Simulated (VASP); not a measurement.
Input of a VASP 6.6.1 run:

File INCAR:

```
SYSTEM = Re
PREC = Accurate
ENCUT = 520
EDIFF = 1E-6
ISMEAR = -1
SIGMA = 0.05
LREAL = .FALSE.
LASPH = .TRUE.
NELM = 150
ALGO = Normal
ISIF = 2
LWAVE = .FALSE.
LCHARG = .FALSE.
MAGMOM = 0 0 0 0 0 0 0 0 0 0 0 0
LORBIT = 11
LSORBIT = .TRUE.
GGA_COMPAT = .FALSE.
LORBMOM = .TRUE.
LMAXMIX = 4
GGA = PS
NBANDS = 42
```

File KPOINTS:

```
regular mesh
0
G
  11 11 3
  0 0 0
```

The input POSCAR:

```
Re
1.0
    2.7663873939      0.0000000000      0.0000000000
   -1.3831936969      2.3957617598      0.0000000000
    0.0000000000      0.0000000000      8.9388451600
Re
4
Direct
    0.6666666667      0.3333333333      0.7500000000
    0.0000000000      0.0000000000      0.5000000000
    0.3333333333      0.6666666667      0.2500000000
    0.0000000000      0.0000000000      0.0000000000
```

Potentials or basis: VASP PAW PBE potentials, release 64 (Re).

The run is started by

```bash
$ cat potpaw_PBE.64/Re/POTCAR > POTCAR
$ mpirun -np 1 vasp_ncl > vasp.out
```

Problem. Predict the pressure.

Solution. -6.1 GPa.

Problem. What does it give for the net moment?

Solution. 0.00 μB per cell.

Moments on the atoms (μB; x, y, z):
```
Re  0.00 0.00 0.00
Re  0.00 0.00 0.00
Re  0.00 0.00 0.00
Re  0.00 0.00 0.00
```

Caveat: the cell stands under tension; the PAW data sets were made with another functional, which shifts forces and pressure a little.
